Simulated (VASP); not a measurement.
# ZnO (zincite) (P6_3mc) in VASP: a series of runs

Aim: see how the results for ZnO (zincite) move with the level of theory and the settings. Levels: PBE, r2SCAN. Tasks: relaxation of the atoms, single point.

Everything below comes from runs of VASP 6.6.1. Logs are shortened: lines on timing, memory, paths and dates and some standing lists are left out, and cuts for length are marked.

**What was measured.**

“Electronic structure of alkaline earth and post-transition metal oxides”, 2009, arxiv:0908.1581 quotes, for a bulk crystal of ZnO: band gap 3.37 eV.

The results are compared with them further down.

## 1. The cell of the first run

Symmetry: P6_3mc, No. 186, hexagonal system. The conventional cell has a = 3.249 Å, b = 3.249 Å, c = 5.206 Å, α = 90.00°, β = 90.00°, γ = 120.00°. Zn (site symmetry 3m) has 4 O at 1.97 to 1.98 Å within 2.6 Å. Within 2.6 Å of O (site symmetry 3m) lie 4 Zn at 1.97 to 1.98 Å.

## 2. Relaxation of the atoms, PBE

INCAR

```
ALGO     = Normal         # electronic algorithm
EDIFF    = 1E-6           # SCF threshold, eV
EDIFFG   = -0.01          # ionic threshold
ENCUT    = 520            # plane-wave cutoff, eV
GGA      = PE             # functional
IBRION   = 2              # ionic algorithm
ISIF     = 2              # what is computed and relaxed
ISMEAR   = -1             # smearing method
LASPH    = True           # aspherical terms in the spheres
LCHARG   = False          # write CHGCAR
LREAL    = False          # projectors in reciprocal space
LWAVE    = False          # write WAVECAR
NELM     = 80             # most SCF steps
NSW      = 60             # ionic steps
PREC     = Accurate       # precision mode
SIGMA    = 0.05           # smearing width, eV
```

KPOINTS

```
k-points
0
Gamma
  7 7 4
```

POSCAR

```
ZnO
1.0
    3.2493080000      0.0000000000      0.0000000000
   -1.6246540000      2.8139832727      0.0000000000
    0.0000000000      0.0000000000      5.2057090000
Zn O
2 2
Direct
    0.6666666667      0.3333333333      0.0000000000
    0.3333333333      0.6666666667      0.5000000000
    0.3333333333      0.6666666667      0.8790100000
    0.6666666667      0.3333333333      0.3790100000
```

Potentials or basis: VASP PAW PBE potentials, release 64 (Zn, O).

Command:

```
> cat potpaw_PBE.64/Zn/POTCAR potpaw_PBE.64/O/POTCAR > POTCAR
> mpirun -np 1 vasp_std > vasp.out
```

OUTCAR:

```text
EDIFF = 1E-6
   EDIFFG = -0.01
   ENCUT = 520
   GGA = PE
   IBRION = 2
   ISIF = 2
   ISMEAR = -1
   LASPH = True
   LREAL = False
   NELM = 80
   NSW = 60
   PREC = Accurate

 ion  position               nearest neighbor table
   1  0.667  0.333  0.000-   4 1.97   3 1.98   3 1.98   3 1.98
   2  0.333  0.667  0.500-   3 1.97   4 1.98   4 1.98   4 1.98
   3  0.333  0.667  0.879-   2 1.97   1 1.98   1 1.98   1 1.98
   4  0.667  0.333  0.379-   1 1.97   2 1.98   2 1.98   2 1.98

  LATTYP: Found a hexagonal cell.
 ALAT       =     3.2493080000
 C/A-ratio  =     1.6020977390

  Lattice vectors:

 A1 = (   3.2493080000,   0.0000000000,   0.0000000000)
 A2 = (  -1.6246540000,   2.8139832727,   0.0000000000)
 A3 = (   0.0000000000,   0.0000000000,   5.2057090000)

Analysis of symmetry for initial positions (statically):
=====================================================================
 Subroutine PRICEL returns:
 Original cell was already a primitive cell.

 Routine SETGRP: Setting up the symmetry group for a
 hexagonal supercell.

 Subroutine GETGRP returns: Found 12 space group operations
 (whereof  6 operations were pure point group operations)
 out of a pool of 24 trial point group operations.

The static configuration has the point symmetry C_3v.
 The point group associated with its full space group is C_6v.

Analysis of symmetry for dynamics (positions and initial velocities):
=====================================================================
 Subroutine PRICEL returns:
 Original cell was already a primitive cell.

 Routine SETGRP: Setting up the symmetry group for a
 hexagonal supercell.

 Subroutine GETGRP returns: Found 12 space group operations
 (whereof  6 operations were pure point group operations)
 out of a pool of 24 trial point group operations.

The dynamic configuration has the point symmetry C_3v.
 The point group associated with its full space group is C_6v.

 Subroutine INISYM returns: Found 12 space group operations
 (whereof  6 operations are pure point group operations),
 and found     1 'primitive' translations

----------------------------------------------------------------------------------------

                                     Primitive cell

  volume of cell :      47.5984

  direct lattice vectors                    reciprocal lattice vectors
     3.249308000  0.000000000  0.000000000     0.307757836  0.177684070  0.000000000
[... 76 lines left out ...]
   ions per type =               2   2
   NGX,Y,Z   is equivalent  to a cutoff of  12.28, 12.28, 12.77 a.u.
   NGXF,Y,Z  is equivalent  to a cutoff of  24.56, 24.56, 25.55 a.u.
 SYSTEM =  unknown system
   PREC   = accura    normal or accurate (medium, high low for compatibility)
   ISTART =      0    job   : 0-new  1-cont  2-samecut
   ICHARG =      2    charge: 1-file 2-atom 10-const
   ISPIN  =      1    spin polarized calculation?
   LNONCOLLINEAR =      F non collinear calculations
   LSORBIT =      F    spin-orbit coupling
   LASPH  =      T    aspherical Exc in radial PAW
   ENCUT  =  520.0 eV  38.22 Ry    6.18 a.u.   6.04  6.04  9.68*2*pi/ulx,y,z
   NELM   =     80;   NELMIN=  2; NELMDL= -5     # of ELM steps
   EDIFF  = 0.1E-05   stopping-criterion for ELM
   LREAL  =      F    real-space projection
   EDIFFG = -.1E-01   stopping-criterion for IOM
   NSW    =     60    number of steps for IOM
   IBRION =      2    ionic relax: 0-MD 1-quasi-New 2-CG
   NFREE  =      1    steps in history (QN), initial steepest desc. (CG)
   ISIF   =      2    stress and relaxation
   ISYM   =      2    0-nonsym 1-usesym 2-fastsym
   POTIM  = 0.5000    time-step for ionic-motion
   TEBEG  =    0.0;   TEEND  =   0.0 temperature during run
   PSTRESS=    0.0 pullay stress
   NELECT =      36.0000    total number of electrons
   NUPDOWN=      -1.0000    fix difference up-down
   EMIN   =  10.00;   EMAX   =-10.00  energy-range for DOS
   EFERMI =   0.00;   METHOD = LEGACY
   ISMEAR =    -1;   SIGMA  =   0.05  broadening in eV -4-tet -1-fermi 0-gaus
   EFERMI_NEDOS =   21; number of points for ismear=-14 and -15
   IALGO  =     38    algorithm
   IMIX   =      4    mixing-type and parameters
     AMIX     =   0.40;   BMIX     =  1.00
     AMIX_MAG =   1.60;   BMIX_MAG =  1.00
  volume/ion in A,a.u.               =      11.90        80.30
  Fermi-wavevector in a.u.,A,eV,Ry     =   1.491574  2.818667 30.270160  2.224794
  Thomas-Fermi vector in A             =   2.604212
   LORBIT       =      0    0 simple, 1 ext, 2 COOP (PROOUT), +10 PAW based schemes
   GGA     = PE    functional components
   LHFCALC =     F    Hartree Fock is set to
   AEXX    =    0.0000 exact exchange contribution
   IVDW    =     0    specifies the selected vdW correction
   LEPSILON=     F    determine dielectric tensor
   LRPA    =     F    only Hartree local field effects (RPA)
 conjugate gradient relaxation of ions
 non-spin polarized calculation
  energy-cutoff  :      520.00
  volume of cell :       47.60
 maximum number of plane-waves:      1304
   NGX = 13   NGY = 13   NGZ = 19

--------------------------------------- Ionic step        1  -------------------------------------------

 number of electron      36.0000017 magnetization

 Free energy of the ion-electron system (eV)
  ---------------------------------------------------
  ext. energy  EPLUGINS =         0.00000000
  ---------------------------------------------------
  free energy    TOTEN  =       -17.82131658 eV

  energy without entropy =      -17.82131026  energy(sigma->0) =      -17.82131342

------------------------ aborting loop because EDIFF is reached ----------------------------------------

  FORCE on cell =-STRESS in cart. coord.  units (eV):
  Direction    XX          YY          ZZ          XY          YZ          ZX
  --------------------------------------------------------------------------------------
  -------------------------------------------------------------------------------------
  Total        1.6137047      1.6137047      2.1346326      0.0000000     -0.0000000      0.0000000
  in kB       54.3178252     54.3178252     71.8524253      0.0000000     -0.0000000      0.0000000
  external PRESSURE =      60.1626919 kB  Pullay stress =       0.0000000 kB
[... 63 lines left out ...]
--------------------------------------- Ionic step        3  -------------------------------------------

 number of electron      36.0000021 magnetization

 Free energy of the ion-electron system (eV)
  ---------------------------------------------------
  ext. energy  EPLUGINS =         0.00000000
  ---------------------------------------------------
  free energy    TOTEN  =       -17.82210185 eV

  energy without entropy =      -17.82209557  energy(sigma->0) =      -17.82209871

 E-fermi :   1.6271     XC(G=0): -10.9111

 val. band max:        1.2050808178   @ k =   0.0000   0.0000   0.0000
 cond. band min:       1.9934415224   @ k =   0.0000   0.0000   0.0000
 fundamental gap:      0.7883607046
 Fermi energy:         1.6271141551

 k-point     1 :       0.0000    0.0000    0.0000
  band No.  band energies     occupation
      1     -16.8862      2.00000
      2     -16.1567      2.00000
      3      -4.4956      2.00000
      4      -4.4956      2.00000
      5      -4.4250      2.00000
      6      -4.4119      2.00000
[... 620 lines left out ...]
  FREE ENERGIE OF THE ION-ELECTRON SYSTEM (eV)
  ---------------------------------------------------
  free  energy   TOTEN  =       -17.8221018460 eV

  energy  without entropy=      -17.8220955739  energy(sigma->0) =      -17.82209871

 reached required accuracy - stopping structural energy minimisation
```

It took 47 s on 1 thread of Intel Xeon Platinum 8259CL at 2.50GHz (Skylake/Cascade Lake), shared host; peak memory 0.17 GiB.

What came out:

| Quantity | Value |
| --- | --- |
| Free energy | -17.8221 eV |
| Energy gained by relaxing | 0.2 meV/atom |
| Ionic steps | 3 |
| Pressure after relaxing | 5.9 GPa |
| Band gap on the k mesh | 0.79 eV, direct |

Step by step:
```tsv
step	energy change (eV)	largest force (eV/Å)	pressure (GPa)
1	0.0000	0.0742	6.02
2	-0.0007	0.0235	5.96
3	-0.0008	0.0016	5.94
```

Final structure:
```
CELL_PARAMETERS angstrom
3.24931 0.00000 0.00000
-1.62465 2.81398 0.00000
0.00000 0.00000 5.20571
ATOMIC_POSITIONS crystal
Zn 0.66667 0.33333 0.99899
Zn 0.33333 0.66667 0.49899
O 0.33333 0.66667 0.88002
O 0.66667 0.33333 0.38002
```

(Continued in part 2 of 2.)
